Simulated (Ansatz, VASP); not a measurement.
# Eu: VASP beside Ansatz

INCAR

```
SYSTEM = Eu
PREC = Accurate
ENCUT = 520
EDIFF = 1E-6
ISMEAR = 0
SIGMA = 0.05
LREAL = .FALSE.
LASPH = .TRUE.
NELM = 150
ALGO = Normal
ISIF = 2
LWAVE = .FALSE.
LCHARG = .FALSE.
ISPIN = 2
MAGMOM = 7 -7
LORBIT = 11
LMAXMIX = 6
LDAU = .TRUE.
LDAUTYPE = 2
LDAUL = 3
LDAUU = 5
LDAUJ = 0
LDAUPRINT = 1
GGA = PS
NBANDS = 28
```

The input KPOINTS:

```
regular mesh
0
G
  4 4 4
  0 0 0
```

POSCAR

```
Eu
1.0
   -2.3050001490      2.3050001490      2.3050001490
    2.3050001490     -2.3050001490      2.3050001490
    4.6100002980      4.6100002980     -4.6100002980
Eu
2
Direct
    0.0000000000      0.0000000000      0.0000000000
    0.0000000000      0.0000000000      0.5000000000
```

Input for Ansatz:

```yaml
crystal:
  lattice:
    - [-2.305000149, 2.305000149, 2.305000149]
    - [2.305000149, -2.305000149, 2.305000149]
    - [4.610000298, 4.610000298, -4.610000298]
  atoms:
    - { symbol: Eu, position: [0.0, 0.0, 0.0], spin: 7.0 }
    - { symbol: Eu, position: [0.0, 0.0, 0.5], spin: -7.0 }
basis:
  ecutwfc: 420
  ecutrho_ratio: 4
kpoints:
  mp_grid: { grid: [4, 4, 4] }
hamiltonian:
  xc: pbesol
  hubbard: { sites: [{ species: Eu, l: f, u_eff: 5.0 }] }
scf:
  occupations: { method: gaussian, width: 0.05 }
output:
  forces: true
  stress: true
  eigenvalues: true
  populations: true
  hubbard: { sites: [{ species: Eu, l: f }] }
  write_density: true
  write_potential: true
  elf: true
  volumetric_format: npy
magnetization:
  spin_polarized: true
```

Alike in both runs: task single point; functional PBEsol; k mesh 4 × 4 × 4; occupations gaussian, width 0.05 eV; collinear spin; Hubbard terms Eu f U = 5.0 eV.

|  | VASP | Ansatz |
| --- | --- | --- |
| version | VASP 6.6.1 | Ansatz 0.2.0 |
| potentials or method | VASP PAW PBE potentials, release 64 (Eu), cutoff 520 eV | scalar-relativistic, plane waves, PAW |
| valence electrons in the cell | 34 | 34 |

|  | VASP | Ansatz | Ansatz less VASP |
| --- | --- | --- | --- |
| gap on the k mesh at the Fermi level (eV) | none | none | - |
| pressure (GPa) | -1.2 | -1.4 | -0.13 |
| traceless stress, the component that is largest in VASP (GPa) | 0.11 | 0.12 | +0.007 |
| net moment per atom (μB) | 0.00 | 0.00 | 0.000 |
| size of the moment on the site where the two differ most (μB) | 6.79 | 7.08 | +0.299 |

VASP's potentials were made for PBE, not for PBEsol. Site moments also hang on the region over which each program counts them. The programs project onto different local orbitals, so the same U acts differently, and such runs can settle in different states. A gap of «none» marks a metal or a gap that the smearing closes. Ansatz's warnings: filled band counts differ across k points, stability check not made.

The k mesh is coarse, so the values compare programs but aren't converged. Neither program's run includes spin-orbit coupling.
